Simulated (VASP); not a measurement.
# CS2 (Cmce) in VASP: notebook, part 2 of 2

VASP 6.6.1. Earlier steps stand in the parts before.

**4. Single point, r2SCAN**

File POSCAR:

```
CS2
1.0
    3.6457880000     -2.9943140000      0.0000000000
    3.6457880000      2.9943140000      0.0000000000
    0.0000000000      0.0000000000      9.8512570000
S C
4 2
Direct
    0.1815210000      0.8184790000      0.8868670000
    0.3184790000      0.6815210000      0.3868670000
    0.6815210000      0.3184790000      0.6131330000
    0.8184790000      0.1815210000      0.1131330000
    0.5000000000      0.5000000000      0.5000000000
    0.0000000000      0.0000000000      0.0000000000
```

File INCAR.step1:

```
ALGO     = Normal         # electronic algorithm
EDIFF    = 1E-4           # SCF threshold, eV
ENCUT    = 520            # plane-wave cutoff, eV
GGA      = PE             # functional
ISMEAR   = 0              # smearing method
LASPH    = True           # aspherical terms in the spheres
LCHARG   = False          # write CHGCAR
LREAL    = False          # projectors in reciprocal space
LWAVE    = True           # write WAVECAR
NBANDS   = 25             # bands
NELM     = 80             # most SCF steps
PREC     = Accurate       # precision mode
SIGMA    = 0.01           # smearing width, eV
```

File INCAR.step2:

```
ALGO     = Normal         # electronic algorithm
EDIFF    = 1E-6           # SCF threshold, eV
ENCUT    = 520            # plane-wave cutoff, eV
ISIF     = 2              # what is computed and relaxed
ISMEAR   = 0              # smearing method
ISTART   = 1            
LASPH    = True           # aspherical terms in the spheres
LCHARG   = False          # write CHGCAR
LMIXTAU  = True         
LREAL    = False          # projectors in reciprocal space
LWAVE    = False          # write WAVECAR
METAGGA  = R2SCAN         # meta-GGA
NBANDS   = 25             # bands
NELM     = 80             # most SCF steps
PREC     = Accurate       # precision mode
SIGMA    = 0.01           # smearing width, eV
```

File KPOINTS:

```
k-points
0
Gamma
  6 6 4
```

Potentials or basis: VASP PAW PBE potentials, release 64 (S, C).

The run is started by

```
cat potpaw_PBE.64/S/POTCAR potpaw_PBE.64/C/POTCAR > POTCAR
cp INCAR.step1 INCAR
mpirun -np 1 vasp_std > vasp.out
cp INCAR.step2 INCAR
mpirun -np 1 vasp_std > vasp.out
```

OUTCAR:

```text
EDIFF = 1E-6
   ENCUT = 520
   ISIF = 2
   ISMEAR = 0
   ISTART = 1
   LASPH = True
   LREAL = False
   METAGGA = R2SCAN
   NELM = 80
   PREC = Accurate

 ion  position               nearest neighbor table
   1  0.182  0.818  0.887-   6 1.56
   2  0.318  0.682  0.387-   5 1.56
   3  0.682  0.318  0.613-   5 1.56
   4  0.818  0.182  0.113-   6 1.56
   5  0.500  0.500  0.500-   2 1.56   3 1.56
   6  0.000  0.000  0.000-   1 1.56   4 1.56

  LATTYP: Found a base centered orthorhombic cell.
 ALAT       =     5.9886280000
 B/A-ratio  =     1.2175703684
 C/A-ratio  =     1.6449939786

  Lattice vectors:

 A1 = (  -3.6457880000,  -2.9943140000,   0.0000000000)
 A2 = (   3.6457880000,  -2.9943140000,   0.0000000000)
 A3 = (   0.0000000000,   0.0000000000,   9.8512570000)

Analysis of symmetry for initial positions (statically):
=====================================================================
 Subroutine PRICEL returns:
 Original cell was already a primitive cell.

 Routine SETGRP: Setting up the symmetry group for a
 base centered orthorhombic supercell.

 Subroutine GETGRP returns: Found  8 space group operations
 (whereof  4 operations were pure point group operations)
 out of a pool of  8 trial point group operations.

The static configuration has the point symmetry C_2h.
 The point group associated with its full space group is D_2h.

Analysis of symmetry for dynamics (positions and initial velocities):
=====================================================================
 Subroutine PRICEL returns:
 Original cell was already a primitive cell.

 Routine SETGRP: Setting up the symmetry group for a
 base centered orthorhombic supercell.

 Subroutine GETGRP returns: Found  8 space group operations
 (whereof  4 operations were pure point group operations)
 out of a pool of  8 trial point group operations.

The dynamic configuration has the point symmetry C_2h.
 The point group associated with its full space group is D_2h.

 Subroutine INISYM returns: Found  8 space group operations
 (whereof  4 operations are pure point group operations),
 and found     1 'primitive' translations

----------------------------------------------------------------------------------------

                                     Primitive cell

  volume of cell :     215.0851

  direct lattice vectors                    reciprocal lattice vectors
     3.645788000 -2.994314000  0.000000000     0.137144562 -0.166983155  0.000000000
     3.645788000  2.994314000  0.000000000     0.137144562  0.166983155  0.000000000
     0.000000000  0.000000000  9.851257000     0.000000000  0.000000000  0.101509889

  length of vectors
     4.717805260  4.717805260  9.851257000     0.216083329  0.216083329  0.101509889

  position of ions in fractional coordinates (direct lattice)
     0.181521000  0.818479000  0.886867000
     0.318479000  0.681521000  0.386867000
     0.681521000  0.318479000  0.613133000
     0.818479000  0.181521000  0.113133000
     0.500000000  0.500000000  0.500000000
     0.000000000  0.000000000  0.000000000

  ion indices of the primitive-cell ions
   primitive index   ion index
[... 22 lines left out ...]
  Length of vectors
     0.036013888  0.036013888  0.025377472

  Shift w.r.t. Gamma in fractional coordinates (k-lattice)
     0.000000000  0.000000000  0.000000000

 Subroutine IBZKPT returns following result:
 ===========================================

 Found     39 irreducible k-points:

 Following reciprocal coordinates:
            Coordinates               Weight
  0.000000  0.000000  0.000000      1.000000
  0.166667  0.000000  0.000000      4.000000
  0.333333  0.000000  0.000000      4.000000
  0.500000  0.000000  0.000000      2.000000
  0.166667  0.166667  0.000000      2.000000
  0.333333  0.166667  0.000000      4.000000
[... 16 lines left out ...]
  0.333333  0.333333  0.250000      4.000000
  0.500000  0.333333  0.250000      8.000000
 [... further k-points ...]
   k-points           NKPTS =     39   k-points in BZ     NKDIM =     39   number of bands    NBANDS=     25
   number of dos      NEDOS =    301   number of ions     NIONS =      6
   total plane-waves  NPLWV = 103680
   dimension x,y,z NGX =    36 NGY =   36 NGZ =   80
   dimension x,y,z NGXF=    72 NGYF=   72 NGZF=  160
   ions per type =               4   2
   NGX,Y,Z   is equivalent  to a cutoff of  12.69, 12.69, 13.50 a.u.
   NGXF,Y,Z  is equivalent  to a cutoff of  25.37, 25.37, 27.00 a.u.
 SYSTEM =  unknown system
   PREC   = accura    normal or accurate (medium, high low for compatibility)
   ISTART =      1    job   : 0-new  1-cont  2-samecut
   ICHARG =      0    charge: 1-file 2-atom 10-const
   ISPIN  =      1    spin polarized calculation?
   LNONCOLLINEAR =      F non collinear calculations
   LSORBIT =      F    spin-orbit coupling
   LASPH  =      T    aspherical Exc in radial PAW
   ENCUT  =  520.0 eV  38.22 Ry    6.18 a.u.   8.77  8.77 18.32*2*pi/ulx,y,z
   NELM   =     80;   NELMIN=  2; NELMDL=  0     # of ELM steps
   EDIFF  = 0.1E-05   stopping-criterion for ELM
   LREAL  =      F    real-space projection
   EDIFFG = 0.1E-04   stopping-criterion for IOM
   NSW    =      0    number of steps for IOM
   IBRION =     -1    ionic relax: 0-MD 1-quasi-New 2-CG
   NFREE  =      0    steps in history (QN), initial steepest desc. (CG)
   ISIF   =      2    stress and relaxation
   ISYM   =      2    0-nonsym 1-usesym 2-fastsym
   POTIM  = 0.5000    time-step for ionic-motion
   TEBEG  =    0.0;   TEEND  =   0.0 temperature during run
   PSTRESS=    0.0 pullay stress
   NELECT =      32.0000    total number of electrons
   NUPDOWN=      -1.0000    fix difference up-down
   EMIN   =  10.00;   EMAX   =-10.00  energy-range for DOS
   EFERMI =   0.00;   METHOD = LEGACY
   ISMEAR =     0;   SIGMA  =   0.01  broadening in eV -4-tet -1-fermi 0-gaus
   EFERMI_NEDOS =   21; number of points for ismear=-14 and -15
   IALGO  =     38    algorithm
   IMIX   =      4    mixing-type and parameters
     AMIX     =   0.40;   BMIX     =  1.00
     AMIX_MAG =   1.60;   BMIX_MAG =  1.00
  volume/ion in A,a.u.               =      35.85       241.91
  Fermi-wavevector in a.u.,A,eV,Ry     =   0.867470  1.639281 10.238452  0.752505
  Thomas-Fermi vector in A             =   1.986009
   LORBIT       =      0    0 simple, 1 ext, 2 COOP (PROOUT), +10 PAW based schemes
   METAGGA = R2SCAN    functional components
   LHFCALC =     F    Hartree Fock is set to
   AEXX    =    0.0000 exact exchange contribution
   IVDW    =     0    specifies the selected vdW correction
   LEPSILON=     F    determine dielectric tensor
   LRPA    =     F    only Hartree local field effects (RPA)
 non-spin polarized calculation
 Gauss-broadening in eV      SIGMA  =   0.01
  energy-cutoff  :      520.00
  volume of cell :      215.09
 maximum number of plane-waves:      5823
   NGX = 17   NGY = 17   NGZ = 37

 number of electron      31.9999998 magnetization

 Free energy of the ion-electron system (eV)
  ---------------------------------------------------
  ext. energy  EPLUGINS =         0.00000000
  ---------------------------------------------------
  free energy    TOTEN  =       -50.31113732 eV

  energy without entropy =      -50.31113732  energy(sigma->0) =      -50.31113732

 E-fermi :  -2.3779     XC(G=0):  -6.4870

 val. band max:       -2.4611142235   @ k =   0.5000   0.5000   0.0000
 cond. band min:       1.2945598732   @ k =   0.5000   0.5000   0.0000
 fundamental gap:      3.7556740967
 Fermi energy:        -2.3778843583

 k-point     1 :       0.0000    0.0000    0.0000
  band No.  band energies     occupation
      1     -18.1502      2.00000
      2     -18.1118      2.00000
      3     -15.7385      2.00000
      4     -15.6678      2.00000
      5      -9.0615      2.00000
      6      -8.8078      2.00000
[... 661 lines left out ...]
     24       6.1500      0.00000
     25       6.4536      0.00000

 [... further k-points ...]
[... 5 lines left out ...]
  --------------------------------------------------------------------------------------
  -------------------------------------------------------------------------------------
  Total       -0.5401117     -1.7089721     -1.7846574      0.0000000     -0.0000000      0.0000000
  in kB       -4.0233126    -12.7301983    -13.2939809      0.0000000     -0.0000000      0.0000000
  external PRESSURE =     -10.0158306 kB  Pullay stress =       0.0000000 kB

 VOLUME and BASIS-vectors are now :
 -----------------------------------------------------------------------------
  energy-cutoff  :      520.00
  volume of cell :      215.09
      direct lattice vectors                 reciprocal lattice vectors
     3.645788000 -2.994314000  0.000000000     0.137144562 -0.166983155  0.000000000
     3.645788000  2.994314000  0.000000000     0.137144562  0.166983155  0.000000000
     0.000000000  0.000000000  9.851257000     0.000000000  0.000000000  0.101509889

 POSITION                                       TOTAL-FORCE (eV/Angst)
 -----------------------------------------------------------------------------------
      3.64579      1.90725      8.73675         0.000000      0.284464      0.297538
      3.64579      1.08706      3.81113         0.000000     -0.284464      0.297538
      3.64579     -1.08706      6.04013         0.000000      0.284464     -0.297538
      3.64579     -1.90725      1.11450         0.000000     -0.284464     -0.297538
      3.64579      0.00000      4.92563        -0.000000      0.000000      0.000000
      0.00000      0.00000      0.00000         0.000000      0.000000      0.000000
 -----------------------------------------------------------------------------------
    total drift:                                0.000000     -0.000000     -0.000000

  FREE ENERGIE OF THE ION-ELECTRON SYSTEM (eV)
  ---------------------------------------------------
  free  energy   TOTEN  =       -50.3111373187 eV

  energy  without entropy=      -50.3111373187  energy(sigma->0) =      -50.31113732
```

Wall time 4.9 min (1 thread of Intel Xeon 6975P-C (Granite Rapids), shared host); peak memory 0.44 GiB.

What came out:

```yaml
Free_energy: -50.3111 eV
Pressure: -1.0 GPa
Largest_force: 0.412 eV/Å
Band_gap_on_the_k_mesh: 3.76 eV
```

Forces in eV/Å, atoms in the order of the input:
```
S    0.000  0.284  0.298
S    0.000 -0.284  0.298
S    0.000  0.284 -0.298
S    0.000 -0.284 -0.298
C    0.000  0.000  0.000
C    0.000  0.000  0.000
```

Stress tensor (GPa, compression positive):
```
-0.40  0.00  0.00
 0.00 -1.27  0.00
 0.00  0.00 -1.33
```

Levels at points of the mesh, in eV from the valence-band top:
| k point | band 14 | band 15 | band 16 | band 17 | band 18 | band 19 |
| --- | --- | --- | --- | --- | --- | --- |
| (0.00, 0.00, 0.00) | -0.38 | -0.34 | -0.19 | 3.79 | 3.88 | 4.11 |
| (0.50, 0.00, 0.00) | -0.30 | -0.14 | -0.14 | 3.88 | 3.88 | 4.04 |
| (0.50, 0.50, 0.00) | -0.48 | -0.27 | 0.00 | 3.76 | 3.80 | 4.46 |
| (0.00, 0.00, 0.50) | -0.42 | -0.27 | -0.27 | 3.95 | 3.95 | 4.08 |
| (0.50, 0.00, 0.50) | -0.35 | -0.10 | -0.10 | 3.83 | 3.83 | 4.12 |
| (0.50, 0.50, 0.50) | -0.43 | -0.25 | -0.25 | 4.10 | 4.10 | 4.15 |

Caveat: the PAW data sets were made with another functional, which shifts forces and pressure a little. A k mesh can miss the band edges.

**5. Summary**

| level | potentials or basis | gap on the mesh (eV) | pressure (GPa) | largest force (eV/Å) |
| --- | --- | --- | --- | --- |
| LDA | VASP PAW LDA potentials, release 64 (S, C) | 3.34 | -1.6 | 0.50 |
| PBEsol | VASP PAW PBE potentials, release 64 (S, C) | 3.43 | -0.4 | 0.13 |
| r2SCAN | VASP PAW PBE potentials, release 64 (S, C) | 3.76 | -1.0 | 0.41 |

Alike in all rows: task single point; no spin polarisation; cell as given; k mesh 6 × 6 × 4; cutoff (eV) 520; smearing gaussian 0.01 eV.

Caveats: the PAW data sets were made with another functional, which shifts forces and pressure a little (at least some runs); this functional lacks dispersion, which holds the molecules together, so the pressure and a relaxed volume are unreliable (at least some runs).

Total energies depend on the potentials used, so only differences within one code and one set of settings carry meaning.
